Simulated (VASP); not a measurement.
Wanted: the native input for a VASP 6.6.1 run.

* Task: single point
* Functional: PBEsol
* Potentials or basis: VASP PAW PBE potentials, release 64 (Sn_d, Mn_pv)
* Cutoff: 520 eV
* k mesh: 6 × 6 × 6
* Occupations: fermi-dirac, width 0.05 eV
* Spin: collinear spin, ferromagnetic start
* Starting moments: [0.0, 0.0, 4.0, 4.0, 4.0, 4.0, 4.0, 4.0] μB
* Dipole correction: no
* Further INCAR settings: ALGO = Normal; EDIFF = 1e-06; NBANDS = 67

The structure of Mn3Sn lies in POSCAR:

```
Mn3Sn
1.0
    5.7075507632      0.0000000000      0.0000000000
   -2.8537753816      4.9428839544      0.0000000000
    0.0000000000      0.0000000000      4.5600008743
Sn Mn
2 6
Direct
    0.6666666667      0.3333333333      0.7500000000
    0.3333333333      0.6666666667      0.2500000000
    0.6659999999      0.8330000000      0.7500000000
    0.8330000000      0.1670000001      0.2500000000
    0.1670000001      0.3340000001      0.7500000000
    0.3340000001      0.1670000001      0.2500000000
    0.1670000001      0.8330000000      0.7500000000
    0.8330000000      0.6659999999      0.2500000000
```

The input as run:

INCAR

```
PREC = Accurate
ENCUT = 520
EDIFF = 1E-6
ISMEAR = -1
SIGMA = 0.05
LREAL = False
LASPH = True
NELM = 150
ALGO = Normal
ISIF = 2
LWAVE = False
LCHARG = False
ISPIN = 2
MAGMOM = 0 0 4 4 4 4 4 4
LORBIT = 11
LMAXMIX = 4
GGA = PS
NBANDS = 67
```

KPOINTS

```
Automatic mesh
0
Gamma
  6 6 6
```

Potentials or basis: VASP PAW PBE potentials, release 64 (Sn_d, Mn_pv).

Command:

```sh
$ cat potpaw_PBE.64/Sn_d/POTCAR potpaw_PBE.64/Mn_pv/POTCAR > POTCAR
$ mpirun -np 1 vasp_std > vasp.out
```

It gave:

The pressure is -10.4 GPa, the largest force is 0.361 eV/Å and the net moment is 19.12 μB per cell. The site moments are Sn -0.19; Mn +3.15 μB and the valence electrons inside the program's atomic spheres are Sn 12.45; Mn 11.56.

Caveat: the cell stands under tension; the PAW data sets were made with another functional, which shifts forces and pressure a little.

Run time: 3.7 min on 1 thread of Intel(R) Xeon(R) 6975P-C (Granite Rapids), with other jobs on the host, peak memory 0.5 GiB.
